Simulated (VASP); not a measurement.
# ZrSi2 (Fddd) in VASP: further runs, part 2 of 3

VASP 6.6.1.

## 3. Single point, PBEsol

This run uses another cell than the first one, of 16.19 Å³/atom.

The input, INCAR:

```
PREC = Accurate ; ENCUT = 520
EDIFF = 1E-6 ; ISMEAR = 0
SIGMA = 0.1 ; LREAL = F
LASPH = T ; NELM = 100
ALGO = Normal ; ISIF = 2
LWAVE = F ; LCHARG = F
GGA = PS ; NBANDS = 29
```

The input, KPOINTS:

```
regular mesh
0
Gamma
  6 6 6
```

The input, POSCAR:

```
ZrSi2
1.0
    0.0000000000      4.3032170243      4.4511677663
    2.5358700001      0.0000000000      4.4511677663
    2.5358700001      4.3032170243      0.0000000000
Zr Si
2 4
Direct
    0.7500000000      0.7500000000      0.7500000000
    0.5000000000      0.5000000000      0.5000000000
    0.0931756369      0.4068243631      0.0931756369
    0.4068243631      0.0931756369      0.4068243631
    0.1568243631      0.8431756369      0.1568243631
    0.8431756369      0.1568243631      0.8431756369
```

Potentials or basis: VASP PAW PBE potentials, release 64 (Zr_sv, Si).

Launch:

```
cat potpaw_PBE.64/Zr_sv/POTCAR potpaw_PBE.64/Si/POTCAR > POTCAR
mpirun -np 1 vasp_std > vasp.out
```

OUTCAR:

```text
PREC = Accurate
   ENCUT = 520
   EDIFF = 1E-6
   ISMEAR = 0
   LREAL = F
   LASPH = T
   NELM = 100
   ISIF = 2
   GGA = PS

 ion  position               nearest neighbor table
   1  0.750  0.750  0.750-   6 2.68   5 2.68   6 2.68   5 2.68   4 2.87   4 2.87   3 2.87   3 2.87
                             3 2.95   4 2.95   2 3.35   2 3.35   2 3.35   2 3.35
   2  0.500  0.500  0.500-   3 2.68   4 2.68   3 2.68   4 2.68   5 2.87   5 2.87   6 2.87   6 2.87
                             5 2.95   6 2.95   1 3.35   1 3.35   1 3.35   1 3.35
   3  0.093  0.407  0.093-   5 2.62   5 2.62   2 2.68   2 2.68   4 2.70   1 2.87   1 2.87   1 2.95
                             4 3.00   4 3.00
   4  0.407  0.093  0.407-   6 2.62   6 2.62   2 2.68   2 2.68   3 2.70   1 2.87   1 2.87   1 2.95
                             3 3.00   3 3.00
   5  0.157  0.843  0.157-   3 2.62   3 2.62   1 2.68   1 2.68   6 2.70   2 2.87   2 2.87   2 2.95
                             6 3.00   6 3.00
   6  0.843  0.157  0.843-   4 2.62   4 2.62   1 2.68   1 2.68   5 2.70   2 2.87   2 2.87   2 2.95
                             5 3.00   5 3.00

  LATTYP: Found a face centered orthorhombic cell.
 ALAT       =     5.0717400002
 B/A-ratio  =     1.6969391271
 C/A-ratio  =     1.7552823158

  Lattice vectors:

 A1 = (   0.0000000000,   4.3032170243,   4.4511677663)
 A2 = (   2.5358700001,   0.0000000000,   4.4511677663)
 A3 = (   2.5358700001,   4.3032170243,   0.0000000000)

Analysis of symmetry for initial positions (statically):
=====================================================================
 Subroutine PRICEL returns:
 Original cell was already a primitive cell.

 Routine SETGRP: Setting up the symmetry group for a
 face centered orthorhombic supercell.

 Subroutine GETGRP returns: Found  8 space group operations
 (whereof  4 operations were pure point group operations)
 out of a pool of  8 trial point group operations.

The static configuration has the point symmetry D_2 .
 The point group associated with its full space group is D_2h.

Analysis of symmetry for dynamics (positions and initial velocities):
=====================================================================
 Subroutine PRICEL returns:
 Original cell was already a primitive cell.

 Routine SETGRP: Setting up the symmetry group for a
 face centered orthorhombic supercell.

 Subroutine GETGRP returns: Found  8 space group operations
 (whereof  4 operations were pure point group operations)
 out of a pool of  8 trial point group operations.

The dynamic configuration has the point symmetry D_2 .
 The point group associated with its full space group is D_2h.

 Subroutine INISYM returns: Found  8 space group operations
 (whereof  4 operations are pure point group operations),
 and found     1 'primitive' translations

----------------------------------------------------------------------------------------

                                     Primitive cell

  volume of cell :      97.1458

  direct lattice vectors                    reciprocal lattice vectors
     0.000000000  4.303217024  4.451167766    -0.197170991  0.116192141  0.112330073
     2.535870000  0.000000000  4.451167766     0.197170991 -0.116192141  0.112330073
     2.535870000  4.303217024  0.000000000     0.197170991  0.116192141 -0.112330073

  length of vectors
     6.191168811  5.122844048  4.994828667     0.254941284  0.254941284  0.254941284

  position of ions in fractional coordinates (direct lattice)
     0.750000000  0.750000000  0.750000000
     0.500000000  0.500000000  0.500000000
[... 67 lines left out ...]
   k-points           NKPTS =     46   k-points in BZ     NKDIM =     46   number of bands    NBANDS=     29
   number of dos      NEDOS =    301   number of ions     NIONS =      6
   total plane-waves  NPLWV =  76800
   dimension x,y,z NGX =    48 NGY =   40 NGZ =   40
   dimension x,y,z NGXF=    96 NGYF=   80 NGZF=   80
   ions per type =               2   4
   NGX,Y,Z   is equivalent  to a cutoff of  12.89, 12.98, 13.31 a.u.
   NGXF,Y,Z  is equivalent  to a cutoff of  25.78, 25.96, 26.63 a.u.
 SYSTEM =  unknown system
   PREC   = accura    normal or accurate (medium, high low for compatibility)
   ISTART =      0    job   : 0-new  1-cont  2-samecut
   ICHARG =      2    charge: 1-file 2-atom 10-const
   ISPIN  =      1    spin polarized calculation?
   LNONCOLLINEAR =      F non collinear calculations
   LSORBIT =      F    spin-orbit coupling
   LASPH  =      T    aspherical Exc in radial PAW
   ENCUT  =  520.0 eV  38.22 Ry    6.18 a.u.  11.51  9.53  9.29*2*pi/ulx,y,z
   NELM   =    100;   NELMIN=  2; NELMDL= -5     # of ELM steps
   EDIFF  = 0.1E-05   stopping-criterion for ELM
   LREAL  =      F    real-space projection
   EDIFFG = 0.1E-04   stopping-criterion for IOM
   NSW    =      0    number of steps for IOM
   IBRION =     -1    ionic relax: 0-MD 1-quasi-New 2-CG
   NFREE  =      0    steps in history (QN), initial steepest desc. (CG)
   ISIF   =      2    stress and relaxation
   ISYM   =      2    0-nonsym 1-usesym 2-fastsym
   POTIM  = 0.5000    time-step for ionic-motion
   TEBEG  =    0.0;   TEEND  =   0.0 temperature during run
   PSTRESS=    0.0 pullay stress
   NELECT =      40.0000    total number of electrons
   NUPDOWN=      -1.0000    fix difference up-down
   EMIN   =  10.00;   EMAX   =-10.00  energy-range for DOS
   EFERMI =   0.00;   METHOD = LEGACY
   ISMEAR =     0;   SIGMA  =   0.10  broadening in eV -4-tet -1-fermi 0-gaus
   EFERMI_NEDOS =   21; number of points for ismear=-14 and -15
   IALGO  =     38    algorithm
   IMIX   =      4    mixing-type and parameters
     AMIX     =   0.40;   BMIX     =  1.00
     AMIX_MAG =   1.60;   BMIX_MAG =  1.00
  volume/ion in A,a.u.               =      16.19       109.26
  Fermi-wavevector in a.u.,A,eV,Ry     =   1.217924  2.301542 20.182042  1.483338
  Thomas-Fermi vector in A             =   2.353228
   LORBIT       =      0    0 simple, 1 ext, 2 COOP (PROOUT), +10 PAW based schemes
   GGA     = PS    functional components
   LHFCALC =     F    Hartree Fock is set to
   AEXX    =    0.0000 exact exchange contribution
   IVDW    =     0    specifies the selected vdW correction
   LEPSILON=     F    determine dielectric tensor
   LRPA    =     F    only Hartree local field effects (RPA)
 non-spin polarized calculation
 Gauss-broadening in eV      SIGMA  =   0.10
  energy-cutoff  :      520.00
  volume of cell :       97.15
 maximum number of plane-waves:      2638
 NGX is ok and might be reduce to    48
   NGX = 23   NGY = 19   NGZ = 19

 number of electron      40.0000000 magnetization

 Free energy of the ion-electron system (eV)
  ---------------------------------------------------
  ext. energy  EPLUGINS =         0.00000000
  ---------------------------------------------------
  free energy    TOTEN  =       -45.16796525 eV

  energy without entropy =      -45.15864593  energy(sigma->0) =      -45.16330559

 E-fermi :   9.7793     XC(G=0): -11.5426

 val. band max:        9.7791608915   @ k =   0.5000   0.1667   0.1667
 cond. band min:       9.7829398410   @ k =  -0.1667   0.3333   0.1667
 fundamental gap:      0.0037789495
 Fermi energy:         9.7792931400

 k-point     1 :       0.0000    0.0000    0.0000
  band No.  band energies     occupation
      1     -38.0929      2.00000
      2     -38.0306      2.00000
      3     -16.4281      2.00000
      4     -16.3635      2.00000
      5     -16.2831      2.00000
      6     -16.2492      2.00000
[... 757 lines left out ...]
     28      14.4099      0.00000
     29      15.1624      0.00000

 [... further k-points ...]

------------------------ aborting loop because EDIFF is reached ----------------------------------------

  FORCE on cell =-STRESS in cart. coord.  units (eV):
  Direction    XX          YY          ZZ          XY          YZ          ZX
  --------------------------------------------------------------------------------------
  -------------------------------------------------------------------------------------
  Total       -0.0639217      0.3077297      0.1941496      0.0000000      0.0000000      0.0000000
  in kB       -1.0542285      5.0752302      3.2020109      0.0000000      0.0000000      0.0000000
  external PRESSURE =       2.4076709 kB  Pullay stress =       0.0000000 kB

 VOLUME and BASIS-vectors are now :
 -----------------------------------------------------------------------------
  energy-cutoff  :      520.00
  volume of cell :       97.15
      direct lattice vectors                 reciprocal lattice vectors
     0.000000000  4.303217024  4.451167766    -0.197170991  0.116192141  0.112330073
     2.535870000  0.000000000  4.451167766     0.197170991 -0.116192141  0.112330073
     2.535870000  4.303217024  0.000000000     0.197170991  0.116192141 -0.112330073

 POSITION                                       TOTAL-FORCE (eV/Angst)
 -----------------------------------------------------------------------------------
      3.80381      6.45483      6.67675         0.000000      0.000000      0.000000
      2.53587      4.30322      4.45117         0.000000      0.000000      0.000000
      1.26794      0.80191      2.22558        -0.000000     -0.004863      0.000000
      1.26794      3.50131      2.22558        -0.000000      0.004863      0.000000
      2.53587      1.34970      4.45117         0.000000      0.004863      0.000000
      2.53587      7.25674      4.45117         0.000000     -0.004863      0.000000
 -----------------------------------------------------------------------------------
    total drift:                               -0.000000     -0.000000     -0.000000

  FREE ENERGIE OF THE ION-ELECTRON SYSTEM (eV)
  ---------------------------------------------------
  free  energy   TOTEN  =       -45.1679652473 eV

  energy  without entropy=      -45.1586459326  energy(sigma->0) =      -45.16330559
```

OSZICAR:

```text
N       E                     dE             d eps       ncg     rms          rms(c)
DAV:   1     0.257395631613E+03    0.25740E+03   -0.19416E+04  2668   0.129E+03
DAV:   2    -0.246043768535E+02   -0.28200E+03   -0.27469E+03  3092   0.326E+02
DAV:   3    -0.455235111545E+02   -0.20919E+02   -0.20653E+02  4782   0.676E+01
DAV:   4    -0.463849558627E+02   -0.86144E+00   -0.85880E+00  3550   0.136E+01
DAV:   5    -0.464304066130E+02   -0.45451E-01   -0.45444E-01  4128   0.239E+00    0.254E+01
DAV:   6    -0.452905984666E+02    0.11398E+01   -0.36547E+00  3394   0.940E+00    0.110E+01
DAV:   7    -0.451812607113E+02    0.10934E+00   -0.45842E-01  4048   0.320E+00    0.319E+00
DAV:   8    -0.451683993568E+02    0.12861E-01   -0.38323E-02  3453   0.983E-01    0.466E-01
DAV:   9    -0.451679320545E+02    0.46730E-03   -0.36097E-03  4080   0.349E-01    0.165E-01
DAV:  10    -0.451679821443E+02   -0.50090E-04   -0.53295E-04  3694   0.163E-01    0.618E-02
DAV:  11    -0.451679650961E+02    0.17048E-04   -0.37599E-05  3419   0.363E-02    0.155E-02
DAV:  12    -0.451679652473E+02   -0.15125E-06   -0.44598E-06  3317   0.116E-02
   1 F= -.45167965E+02 E0= -.45163306E+02  d E =-.931931E-02
```

Run time: 2.5 min. Hardware: 1 thread of Intel Xeon Platinum 8259CL at 2.50GHz (Skylake/Cascade Lake), shared host; peak memory 0.31 GiB.

Results:

```
Free energy            : -45.1680 eV
Pressure               : 0.2 GPa
Largest force          : 0.005 eV/Å
Band gap on the k mesh : zero (bands 20 and 21 overlap by 1.79 eV)
```

Forces in eV/Å, atoms in the order of the input:
```
Zr   0.000  0.000  0.000
Zr   0.000  0.000  0.000
Si   0.000 -0.005  0.000
Si   0.000  0.005  0.000
Si   0.000  0.005  0.000
Si   0.000 -0.005  0.000
```

Stress tensor (GPa, compression positive):
```
-0.11  0.00  0.00
 0.00  0.51  0.00
 0.00  0.00  0.32
```

Caveat: the PAW data sets were made with another functional, which shifts forces and pressure a little.

## 4. Relaxation of cell and atoms, PBEsol

The input, INCAR:

```
SYSTEM = ZrSi2
ALGO = Normal ; EDIFF = 1E-6
EDIFFG = -0.05 ; ENCUT = 600
GGA = PS ; IBRION = 2
ISIF = 3 ; ISMEAR = 0
LASPH = .True. ; LCHARG = .False.
LREAL = .False. ; LWAVE = .False.
NELM = 60 ; NSW = 80
PREC = Accurate ; SIGMA = 0.1
```

The input, KPOINTS:

```
k-points
0
Gamma
  6 6 6
  0 0 0
```

The input, POSCAR:

```
ZrSi2
1.0
    0.0000000000      4.1981371766      4.3592317536
    2.4431930744      0.0000000000      4.3592317536
    2.4431930744      4.1981371766      0.0000000000
Zr Si
2 4
Direct
    0.7500000000      0.7500000000      0.7500000000
    0.5000000000      0.5000000000      0.5000000000
    0.0861670623      0.4138329377      0.0861670623
    0.4138329377      0.0861670623      0.4138329377
    0.1638329377      0.8361670623      0.1638329377
    0.8361670623      0.1638329377      0.8361670623
```

Launch:

```
cat potpaw_PBE.64/Zr_sv/POTCAR potpaw_PBE.64/Si/POTCAR > POTCAR
mpirun -np 1 vasp_std > vasp.out
```

Wall time 14 min (1 thread of Intel Xeon Platinum 8259CL at 2.50GHz (Skylake/Cascade Lake), shared host); peak memory 0.34 GiB.

It converged, with:

| Property | Result |
| --- | --- |
| Free energy | -45.1667 eV |
| Relaxed volume | 16.20 Å³/atom |
| Relaxed cell | a = 6.195 Å, b = 5.124 Å, c = 4.997 Å, α = 75.47°, β = 53.19°, γ = 51.34° |
| Space group after relaxing (to 0.1 Å) | Fddd (No. 70) |
| Energy gained by relaxing | 60.8 meV/atom |
| Ionic steps | 10 |
| Pressure after relaxing | 0.1 GPa |
| Largest force after relaxing | 0.010 eV/Å |
| Band gap on the k mesh | zero (bands 20 and 21 overlap by 1.78 eV) |

Forces in eV/Å, atoms in the order of the input:
```
Zr   0.000  0.000  0.000
Zr   0.000  0.000  0.000
Si   0.000 -0.010  0.000
Si   0.000  0.010  0.000
Si   0.000  0.010  0.000
Si   0.000 -0.010  0.000
```

Stress tensor (GPa, compression positive):
```
0.02 0.00 0.00
0.00 0.23 0.00
0.00 0.00 0.16
```

Step by step:
```csv
step,energy change (eV),largest force (eV/Å),pressure (GPa),volume (Å³)
1,0.0000,0.3184,14.34,89.42
2,0.0986,0.1524,-11.93,107.82
3,-0.3340,0.2328,-0.35,97.45
4,-0.3342,0.2343,-0.12,97.29
5,-0.3481,0.1827,-0.10,97.48
6,-0.3482,0.1794,-0.09,97.49
7,-0.3563,0.1334,-0.11,97.44
8,-0.3631,0.0230,-0.10,97.35
9,-0.3642,0.0302,0.28,97.14
10,-0.3648,0.0100,0.13,97.22
```

Final structure:
```cif
data_structure
_symmetry_space_group_name_H-M 'P 1'
_symmetry_Int_Tables_number 1
_cell_length_a 6.1954
_cell_length_b 5.1239
_cell_length_c 4.9974
_cell_angle_alpha 75.474
_cell_angle_beta 53.188
_cell_angle_gamma 51.338
_cell_volume 97.22
loop_
_atom_site_label
_atom_site_type_symbol
_atom_site_fract_x
_atom_site_fract_y
_atom_site_fract_z
_atom_site_occupancy
Zr1 Zr 0.75000 0.75000 0.75000 1
Zr2 Zr 0.50000 0.50000 0.50000 1
Si1 Si 0.09327 0.40673 0.09327 1
Si2 Si 0.40673 0.09327 0.40673 1
Si3 Si 0.15673 0.84327 0.15673 1
Si4 Si 0.84327 0.15673 0.84327 1
```

Levels at points of the mesh, in eV from the Fermi level:
```tsv
k point	band 16	band 17	band 18	band 19	band 20	band 21	band 22	band 23	band 24
(0.00, 0.00, 0.00)	-2.33	-1.70	-1.70	-1.40	-1.17	-0.62	3.31	3.34	3.59
(0.50, 0.00, 0.00)	-2.13	-2.00	-1.20	-0.03	0.11	1.08	1.48	1.70	2.35
(0.50, 0.50, 0.00)	-2.91	-1.47	-1.47	-0.60	-0.60	0.74	0.74	2.91	2.91
(0.50, 0.00, 0.50)	-2.40	-1.61	-1.61	-1.15	-1.15	1.54	1.54	3.76	3.76
(0.00, 0.50, 0.50)	-1.37	-1.28	-1.28	-0.69	-0.69	1.04	1.04	2.44	2.44
```

Caveat: the PAW data sets were made with another functional, which shifts forces and pressure a little. Zero-point motion and thermal expansion aren't in these numbers.

(Part 2 of 3 ends here.)

The gap in the log of VASP goes by the Fermi energy; the results here count the filled bands.